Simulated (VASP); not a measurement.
# Zn16Se15 (a cell with a defect) in VASP: notebook

The runs below take Zn16Se15 (a cell with a defect) through single point, with PBEsol.

All numbers are computed with VASP 6.6.1; they aren't measurements. Logs are shortened: lines on timing, memory, paths and dates and some standing lists are left out, and cuts for length are marked.

### Step 1. The cell of the first run

The cell holds a defect, 31 atoms: a = 9.757 Å, b = 9.757 Å, c = 9.757 Å, α = 109.47°, β = 109.47°, γ = 109.47°.

### Step 2. Single point, PBEsol, collinear spin

File INCAR:

```
SYSTEM = Zn16Se15
  PREC = Accurate
  ENCUT = 520
  EDIFF = 1E-6
  ISMEAR = 0
  SIGMA = 0.02
  LREAL = Auto
  LASPH = .TRUE.
  NELM = 150
  ALGO = Normal
  ISIF = 2
  LWAVE = .FALSE.
  LCHARG = .TRUE.
  ISPIN = 2
  MAGMOM = 0.5 0 0 0.5 0.5 0 0 0 0 0 0 0 0 0.5 0 0 0 0 0 0 0 0 0 0 0 0 0 0 0 0 0
  LORBIT = 11
  GGA = PS
  LELF = .TRUE.
  LVHAR = .TRUE.
  NBANDS = 166
  LUSENCCL = .FALSE.
```

File KPOINTS:

```
Automatic mesh
0
Gamma
  2 2 2
  0.5 0.5 0.5
```

File POSCAR:

```
Zn16Se15
1.0
    5.6332473133     -5.6332473133      5.6332473133
   -5.6332473133      5.6332473133      5.6332473133
   -5.6332473133     -5.6332473133     -5.6332473133
Zn Se
16 15
Direct
    0.2498831792      0.7038744171      0.0001984970
    0.5061014421      0.7586236269      0.7485541915
    0.7508101510      0.7456765930      0.5000555075
    0.0594520357      0.0171169120      0.9994280018
    0.2509156162      0.0199863694      0.8194398931
   -0.0013396517      0.7580322588      0.2573501869
    0.7493688258      0.2451729580     -0.0002901171
    0.5012269621      0.0098287996      0.5084425703
    0.7577993030      0.0097684081      0.2516997123
   -0.0015630634      0.2475160250      0.7477032364
    0.5015603282      0.4994412987     -0.0002800084
    0.2504594806      0.2454527952      0.4999291931
    0.7416579045      0.5009920100      0.7432352674
    0.4359819409      0.2037242797      0.1844889162
   -0.0066154235      0.5022657516      0.4921577550
    0.2504647391      0.4995602155      0.2524634579
    0.4870471175      0.0037793806      0.7562219590
    0.7466352413     -0.0028412746      0.4969739679
    0.0032040562      0.2486482993     -0.0000274438
    0.2501429173      0.2476216576      0.7531545496
    0.0058178154      0.0033775588      0.2380481475
    0.7531688722      0.5005152419      0.0001943148
    0.4939063716      0.2473081822      0.4808224199
    0.7319860072      0.2478198296      0.2441482831
   -0.0065701931      0.4970435576      0.7435228587
    0.5064072348      0.7537487059      0.0000824047
    0.2498534489      0.5002594389      0.5033604554
    0.7673303536      0.7650907491      0.7616319507
    0.4970256550      0.4949467644      0.2468482295
    0.0135513640      0.7671457243      0.5198743013
    0.2499868225      0.7534716899      0.2568025488
```

Potentials or basis: VASP PAW PBE potentials, release 64 (Zn, Se).

Command:

```console
$ cat potpaw_PBE.64/Zn/POTCAR potpaw_PBE.64/Se/POTCAR > POTCAR
$ mpirun -np 1 vasp_std > vasp.out
```

OUTCAR:

```text
SYSTEM = Zn16Se15
   PREC = Accurate
   ENCUT = 520
   EDIFF = 1E-6
   ISMEAR = 0
   LREAL = Auto
   LASPH = .TRUE.
   NELM = 150
   ISIF = 2
   ISPIN = 2
   LORBIT = 11
   GGA = PS

 ion  position               nearest neighbor table
   1  0.250  0.704  0.000-  26 2.39  25 2.39  31 2.39
   2  0.506  0.759  0.749-  17 2.44  26 2.47  27 2.47  28 2.49
   3  0.751  0.746  0.500-  30 2.44  28 2.44  29 2.46  18 2.48
   4  0.059  0.017  0.999-  19 2.50  28 2.58  21 2.59   5 2.96  14 3.00
   5  0.251  0.020  0.819-  20 2.51  17 2.62  30 2.62  14 2.91   4 2.96
   6  0.999  0.758  0.257-  21 2.44  31 2.47  22 2.47  30 2.49
   7  0.749  0.245  1.000-  17 2.44  24 2.44  19 2.46  22 2.48
   8  0.501  0.010  0.508-  23 2.44  31 2.47  18 2.48  17 2.49
   9  0.758  0.010  0.252-  24 2.44  26 2.47  18 2.47  21 2.49
  10  0.998  0.248  0.748-  20 2.44  19 2.44  18 2.45  25 2.46
  11  0.502  0.499  1.000-  20 2.44  29 2.44  22 2.45  26 2.46
  12  0.250  0.245  0.500-  23 2.44  21 2.44  20 2.46  27 2.48
  13  0.742  0.501  0.743-  28 2.44  25 2.47  22 2.47  23 2.49
  14  0.436  0.204  0.184-  29 2.51  24 2.60  23 2.61   5 2.91   4 3.00
  15  0.993  0.502  0.492-  30 2.44  25 2.47  27 2.48  24 2.49
  16  0.250  0.500  0.252-  29 2.44  19 2.44  27 2.45  31 2.47
  17  0.487  0.004  0.756-   7 2.44   2 2.44   8 2.49   5 2.62
  18  0.747  0.997  0.497-  10 2.45   9 2.47   8 2.48   3 2.48
  19  0.003  0.249  1.000-  16 2.44  10 2.44   7 2.46   4 2.50
  20  0.250  0.248  0.753-  10 2.44  11 2.44  12 2.46   5 2.51
[... 9 lines left out ...]
  30  0.014  0.767  0.520-   3 2.44  15 2.44   6 2.49   5 2.62
  31  0.250  0.753  0.257-   1 2.39  16 2.47   6 2.47   8 2.47

  LATTYP: Found a body centered cubic cell.
 ALAT       =    11.2664946266

  Lattice vectors:

 A1 = (   5.6332473133,  -5.6332473133,   5.6332473133)
 A2 = (  -5.6332473133,   5.6332473133,   5.6332473133)
 A3 = (  -5.6332473133,  -5.6332473133,  -5.6332473133)

Analysis of symmetry for initial positions (statically):
=====================================================================
 Subroutine PRICEL returns:
 Original cell was already a primitive cell.

 Routine SETGRP: Setting up the symmetry group for a
 body centered cubic supercell.

 Subroutine GETGRP returns: Found  1 space group operations
 (whereof  1 operations were pure point group operations)
 out of a pool of 48 trial point group operations.

The static configuration has the point symmetry C_1 .

Analysis of symmetry for dynamics (positions and initial velocities):
=====================================================================
 Subroutine PRICEL returns:
 Original cell was already a primitive cell.

 Routine SETGRP: Setting up the symmetry group for a
 body centered cubic supercell.

 Subroutine GETGRP returns: Found  1 space group operations
[... 201 lines left out ...]
  free energy    TOTEN  =      -100.96575326 eV

  energy without entropy =     -100.96575326  energy(sigma->0) =     -100.96575326

 E-fermi :   1.2112     XC(G=0):  -9.4844

 val. band max:        1.0925813226   @ k =  -0.2500   0.2500   0.2500
 cond. band min:       3.1120083443   @ k =   0.2500   0.2500  -0.2500
 fundamental gap:      2.0194270217
 Fermi energy:         1.2111945482

 spin component 1

 k-point     1 :       0.2500    0.2500    0.2500
  band No.  band energies     occupation
      1     -11.6122      1.00000
      2     -11.5164      1.00000
      3     -11.5131      1.00000
      4     -11.4176      1.00000
      5     -11.0992      1.00000
      6     -11.0971      1.00000
[... 613 lines left out ...]
    152       5.1758      0.00000
    153       5.4181      0.00000
 Fermi energy:         1.2111945482

 spin component 2

 k-point     1 :       0.2500    0.2500    0.2500
  band No.  band energies     occupation
      1     -11.6122      1.00000
      2     -11.5164      1.00000
      3     -11.5131      1.00000
      4     -11.4176      1.00000
      5     -11.0992      1.00000
      6     -11.0971      1.00000
[... 613 lines left out ...]
    152       5.1758      0.00000
    153       5.4181      0.00000
 [bands above 153 left out]

------------------------ aborting loop because EDIFF is reached ----------------------------------------

  FORCE on cell =-STRESS in cart. coord.  units (eV):
  Direction    XX          YY          ZZ          XY          YZ          ZX
  --------------------------------------------------------------------------------------
  -------------------------------------------------------------------------------------
  Total       -8.3244085     -8.2574443     -8.1853477     -2.4315964      2.2513445     -2.3326349
  in kB      -18.6520909    -18.5020475    -18.3405041     -5.4483579      5.0444763     -5.2266197
  external PRESSURE =     -18.4982141 kB  Pullay stress =       0.0000000 kB

 VOLUME and BASIS-vectors are now :
 -----------------------------------------------------------------------------
  energy-cutoff  :      520.00
  volume of cell :      715.05
      direct lattice vectors                 reciprocal lattice vectors
     5.633247313 -5.633247313  5.633247313     0.000000000 -0.088758752  0.088758752
    -5.633247313  5.633247313  5.633247313    -0.088758752  0.000000000  0.088758752
    -5.633247313 -5.633247313 -5.633247313    -0.088758752 -0.088758752  0.000000000

 POSITION                                       TOTAL-FORCE (eV/Angst)
 -----------------------------------------------------------------------------------
     -2.55856      2.55633      5.37163        -0.002729      0.001762      0.000989
     -5.63931     -2.79427      2.90772         0.001085      0.000863      0.000101
     -2.78802     -2.84585      5.61314         0.006972     -0.001747     -0.012999
     -5.39154     -5.86851     -5.19869         0.018396     -0.022397      0.020007
     -3.31523     -5.91699     -3.09005        -0.000455     -0.004125     -0.009674
     -0.09420     -2.80523      8.44617        -0.002686      0.003715      0.000048
[... 23 lines left out ...]
     -7.17376      1.31660      1.46928        -0.005373     -0.008136      0.011457
     -4.28289      1.38962      4.20610        -0.002020      0.003657      0.003207
 -----------------------------------------------------------------------------------
    total drift:                                0.013595      0.004126      0.021076

  FREE ENERGIE OF THE ION-ELECTRON SYSTEM (eV)
  ---------------------------------------------------
  free  energy   TOTEN  =      -100.9657532650 eV

  energy  without entropy=     -100.9657532650  energy(sigma->0) =     -100.96575326

 total charge

# of ion       s       p       d       tot
------------------------------------------
    1        0.573   0.411   9.776  10.760
    2        0.536   0.436   9.783  10.755
    3        0.540   0.452   9.783  10.775
    4        0.535   0.339   9.761  10.635
    5        0.540   0.328   9.757  10.626
    6        0.535   0.435   9.783  10.753
[... 23 lines left out ...]
   30        1.444   2.383   0.028   3.855
   31        1.441   2.409   0.032   3.882
--------------------------------------------------
tot         30.262  42.704 156.899 229.865

 magnetization (x)

# of ion       s       p       d       tot
------------------------------------------
    1        0.000   0.000  -0.000   0.000
    2       -0.000  -0.000  -0.000  -0.000
    3       -0.000  -0.000  -0.000  -0.000
    4        0.000   0.000  -0.000  -0.000
    5        0.000   0.000  -0.000   0.000
    6       -0.000  -0.000   0.000   0.000
[... 23 lines left out ...]
   30        0.000   0.000   0.000   0.000
   31       -0.000  -0.000   0.000  -0.000
--------------------------------------------------
tot          0.000   0.000  -0.000   0.000
```

It took 6 min on 1 × NVIDIA H100 80GB with 1 thread of AMD EPYC 7R13 (Zen 3), shared host; peak memory 2.2 GiB.

What came out:

```yaml
Free_energy: -100.9658 eV
Pressure: -1.8 GPa
Largest_force: 0.035 eV/Å
Band_gap_on_the_k_mesh: 2.02 eV
Net_moment: 0.00 μB per cell
Valence_electrons_inside_the_program's_atomic_spheres: Zn 10.76, 10.78, 10.63, 10.75, 10.79, 10.77 (each value once); Se 3.86, 3.87, 3.88, 3.85 (each value once)
```

Forces on the atoms (eV/Å):
```
Zn  -0.003  0.002  0.001
Zn   0.001  0.001  0.000
Zn   0.007 -0.002 -0.013
Zn   0.018 -0.022  0.020
Zn   0.000 -0.004 -0.010
Zn  -0.003  0.004  0.000
Zn   0.008 -0.011 -0.002
Zn  -0.002 -0.001  0.003
Zn  -0.002  0.000  0.001
Zn   0.000  0.007 -0.006
Zn   0.002 -0.005  0.008
Zn   0.002 -0.010 -0.013
Zn  -0.004  0.002  0.000
Zn   0.008  0.010 -0.017
Zn   0.002  0.000  0.001
Zn  -0.008  0.000 -0.004
Se  -0.006  0.014 -0.007
Se  -0.003  0.000  0.004
Se  -0.001  0.001 -0.002
Se   0.010 -0.004 -0.003
Se   0.001  0.004  0.006
Se  -0.002  0.004 -0.002
Se   0.005  0.002  0.009
Se  -0.007  0.008 -0.004
Se  -0.003  0.005  0.003
Se  -0.004  0.005  0.004
Se  -0.004  0.004  0.005
Se  -0.004  0.000  0.004
Se   0.000 -0.008 -0.002
Se  -0.005 -0.008  0.011
Se  -0.002  0.004  0.003
```

Levels at points of the mesh, in eV from the valence-band top:
Spin up:
```tsv
k point	band 139	band 140	band 141	band 142	band 143	band 144
(0.25, 0.25, 0.25)	-0.11	-0.10	-0.08	2.39	2.44	2.75
```
Spin down:
```
           k point  band 138  band 139  band 140  band 141  band 142  band 143  band 144  band 145
(0.25, 0.25, 0.25)     -0.17     -0.11     -0.10     -0.08      2.39      2.44      2.75      3.20
```

Caveat: the PAW data sets were made with another functional, which shifts forces and pressure a little.

### Step 3. Single point, PBEsol, collinear spin

File INCAR:

```
PREC = Accurate
ENCUT = 520
EDIFF = 1E-7
ISMEAR = 0
SIGMA = 0.02
LREAL = Auto
LASPH = True
NELM = 150
ALGO = Normal
ISIF = 2
LWAVE = False
LCHARG = False
ISPIN = 2
MAGMOM = 0.25 0 0 0.25 0.25 0 0 0 0 0 0 0 0 0.25 0 0 0 0 0 0 0 0 0 0 0 0 0 0 0 0 0
LORBIT = 11
GGA = PS
NELECT = 281.0
NBANDS = 166
LUSENCCL = False
```

KPOINTS is that of step 2.

File POSCAR:

```
Zn16Se15
1.0
    5.6332473133     -5.6332473133      5.6332473133
   -5.6332473133      5.6332473133      5.6332473133
   -5.6332473133     -5.6332473133     -5.6332473133
Zn Se
16 15
Direct
    0.2502882333      0.7242166657     -0.0028575363
    0.4991393788      0.7491761961      0.7463934602
    0.7502422539      0.7498775493      0.4972956541
   -0.0283032699      0.0002431472      0.9981360476
    0.2511578013      0.0000922530      0.7549085829
   -0.0013716298      0.7484609410      0.2511100489
    0.7500581163      0.2502531669     -0.0025688201
    0.5009267555      0.0002138784      0.5020745782
    0.7517449644      0.0002287693      0.2532814474
   -0.0003859287      0.2492836152      0.7466586061
    0.5001879433      0.4999581648     -0.0025814830
    0.2502784324      0.2508520925      0.5025586235
    0.7478696757      0.4976591640      0.7506037121
    0.5228003377      0.2728648030      0.2699031099
   -0.0000894982      0.5000091412      0.4972301744
    0.2502907692      0.5022530452      0.2530486505
    0.4995826689     -0.0000422567      0.7519484903
    0.7495605198     -0.0002389553      0.5005829614
    0.0025532446      0.2535375949     -0.0006417406
    0.2501152351      0.2485573823      0.7521471703
    0.0023045880     -0.0001446823      0.2517336758
    0.7499426639      0.5000539098      0.0005367909
    0.4973166001      0.2473099004      0.4979201606
    0.7504169571      0.2473940093      0.2466453901
   -0.0038168430      0.4986136238      0.7455119726
    0.5040602850      0.7526273886     -0.0007735106
    0.2494847548      0.4991249377      0.4999026000
    0.7491446843      0.7464730295      0.7459538938
    0.4976083931      0.5006432548      0.2468508135
    0.0013734910      0.7512491285      0.5034546518
    0.2498723329      0.7526578333      0.2511375939
```

Potentials or basis: VASP PAW PBE potentials, release 64 (Zn, Se).

Command:

```console
$ cat potpaw_PBE.64/Zn/POTCAR potpaw_PBE.64/Se/POTCAR > POTCAR
$ mpirun -np 1 vasp_std > vasp.out
```

OUTCAR:

```text
PREC = Accurate
   ENCUT = 520
   EDIFF = 1E-7
   ISMEAR = 0
   LREAL = Auto
   LASPH = True
   NELM = 150
   ISIF = 2
   ISPIN = 2
   LORBIT = 11
   GGA = PS
   NELECT = 281.0

 ion  position               nearest neighbor table
   1  0.250  0.724  0.997-  26 2.39  25 2.39  31 2.40
   2  0.499  0.749  0.746-  27 2.43  17 2.43  26 2.44  28 2.45
   3  0.750  0.750  0.497-  30 2.43  18 2.43  28 2.44  29 2.45
   4  0.972  0.000  0.998-  19 2.38  28 2.39  21 2.39
   5  0.251  0.000  0.755-  17 2.43  20 2.44  30 2.44
   6  0.999  0.748  0.251-  22 2.43  31 2.44  21 2.44  30 2.44
[... 1536 lines left out ...]
     -5.61314     -2.79610      2.82745         0.004787     -0.003850      0.003041
     -2.79933     -2.80344      5.64916        -0.014089      0.004554      0.001419
     -0.15031    -11.09519     -0.14757         0.020422     -0.022259      0.006209
     -2.83827     -5.66690     -2.83723        -0.020074     -0.013782     -0.024501
     -0.00531     -2.82382      8.42722         0.004162      0.006365     -0.005483
[... 23 lines left out ...]
     -7.06032      1.38815      1.40362        -0.003759     -0.010358      0.014753
     -4.24704      1.41759      4.23278         0.016132      0.005338      0.007859
 -----------------------------------------------------------------------------------
    total drift:                                0.006537     -0.002370      0.004350

  FREE ENERGIE OF THE ION-ELECTRON SYSTEM (eV)
  ---------------------------------------------------
  free  energy   TOTEN  =      -102.8492786637 eV

  energy  without entropy=     -102.8492786637  energy(sigma->0) =     -102.84927866

 total charge

# of ion       s       p       d       tot
------------------------------------------
    1        0.561   0.401   9.777  10.738
    2        0.540   0.463   9.784  10.787
    3        0.540   0.463   9.784  10.787
    4        0.563   0.406   9.777  10.746
    5        0.553   0.374   9.774  10.700
    6        0.540   0.459   9.784  10.783
[... 23 lines left out ...]
   30        1.439   2.406   0.033   3.877
   31        1.438   2.408   0.033   3.879
--------------------------------------------------
tot         30.280  43.273 157.012 230.564

 magnetization (x)

# of ion       s       p       d       tot
------------------------------------------
    1        0.008   0.019  -0.000   0.027
    2        0.001   0.001   0.001   0.002
    3        0.001   0.001   0.001   0.003
    4        0.007   0.017   0.000   0.024
    5        0.040   0.042  -0.003   0.080
    6        0.002   0.002   0.001   0.005
[... 23 lines left out ...]
   30        0.002   0.013   0.001   0.017
   31        0.001   0.006   0.001   0.007
--------------------------------------------------
tot          0.095   0.243   0.017   0.355
```

OSZICAR:

```text
N       E                     dE             d eps       ncg     rms          rms(c)
DAV:   1     0.256629566991E+04    0.25663E+04   -0.12108E+05  2656   0.195E+03
DAV:   2     0.368260646038E+03   -0.21980E+04   -0.21279E+04  2656   0.483E+02
DAV:   3    -0.694701506156E+02   -0.43773E+03   -0.42042E+03  2866   0.186E+02
DAV:   4    -0.106690050124E+03   -0.37220E+02   -0.36865E+02  2984   0.528E+01
DAV:   5    -0.107484599312E+03   -0.79455E+00   -0.79008E+00  3000   0.739E+00    0.194E+01
DAV:   6    -0.102841029251E+03    0.46436E+01   -0.13411E+01  3448   0.414E+01    0.146E+01
DAV:   7    -0.102911370055E+03   -0.70341E-01   -0.10451E+01  2936   0.725E+00    0.632E+00
DAV:   8    -0.102855029771E+03    0.56340E-01   -0.56098E-01  3240   0.711E+00    0.226E+00
DAV:   9    -0.102852319945E+03    0.27098E-02   -0.16456E-01  3168   0.354E+00    0.950E-01
DAV:  10    -0.102848426548E+03    0.38934E-02   -0.19012E-02  3232   0.159E+00    0.286E-01
DAV:  11    -0.102848996191E+03   -0.56964E-03   -0.78598E-03  2896   0.474E-01    0.176E-01
DAV:  12    -0.102849243310E+03   -0.24712E-03   -0.24879E-03  3360   0.415E-01    0.908E-02
DAV:  13    -0.102849329818E+03   -0.86509E-04   -0.50403E-04  3016   0.210E-01    0.342E-02
DAV:  14    -0.102849272929E+03    0.56889E-04   -0.24364E-04  3424   0.107E-01    0.151E-02
DAV:  15    -0.102849276344E+03   -0.34144E-05   -0.68909E-05  3344   0.401E-02    0.933E-03
DAV:  16    -0.102849278469E+03   -0.21249E-05   -0.12910E-05  3288   0.246E-02    0.646E-03
DAV:  17    -0.102849278719E+03   -0.25069E-06   -0.18531E-06  2856   0.121E-02    0.224E-03
DAV:  18    -0.102849278664E+03    0.55596E-07   -0.33018E-07  2184   0.227E-03
   1 F= -.10284928E+03 E0= -.10284928E+03  d E =-.537050E-12  mag=     1.0000
```

Run time: 5 min. Hardware: 1 × NVIDIA H100 80GB with 1 thread of AMD EPYC 7R13 (Zen 3), shared host; peak memory 2.2 GiB.

Results:

```yaml
Free_energy: -102.8493 eV
Largest_force: 0.044 eV/Å
Net_moment: 1.00 μB per cell
Site_moments: Zn +0.03, +0.00, +0.02, +0.08, +0.01 (each value once); Se +0.02, +0.01 (each value once) μB
Valence_electrons_inside_the_program's_atomic_spheres: Zn 10.74, 10.79, 10.75, 10.70, 10.78 (each value once); Se 3.88
```

Forces in eV/Å, atoms in the order of the input:
```
Zn  -0.018  0.005  0.002
Zn   0.005 -0.004  0.003
Zn  -0.014  0.005  0.001
Zn   0.020 -0.022  0.006
Zn  -0.020 -0.014 -0.025
Zn   0.004  0.006 -0.005
Zn  -0.009  0.000 -0.003
Zn   0.006 -0.009  0.003
Zn  -0.002  0.004  0.006
Zn  -0.003 -0.013  0.002
Zn  -0.001  0.003 -0.010
Zn  -0.008  0.009  0.009
Zn  -0.009  0.002 -0.001
Zn   0.009  0.003 -0.023
Zn   0.008 -0.001 -0.001
Zn   0.012  0.002  0.004
Se   0.002  0.010 -0.005
Se   0.009  0.011 -0.015
Se  -0.016  0.012  0.039
Se  -0.007  0.002  0.001
Se  -0.005 -0.011 -0.005
Se   0.001 -0.012  0.011
Se  -0.001  0.005  0.001
Se   0.027 -0.020  0.011
Se   0.000 -0.008  0.006
Se  -0.002  0.005 -0.007
Se  -0.005 -0.014 -0.013
Se   0.024  0.014 -0.019
Se  -0.021  0.035  0.007
Se  -0.004 -0.010  0.015
Se   0.016  0.005  0.008
```

Caveat: the cell carries a net charge on a neutralising background, which shifts energy and pressure; the cell is charged against a uniform background, so pressure and absolute levels hang on convention; the PAW data sets were made with another functional, which shifts forces and pressure a little.
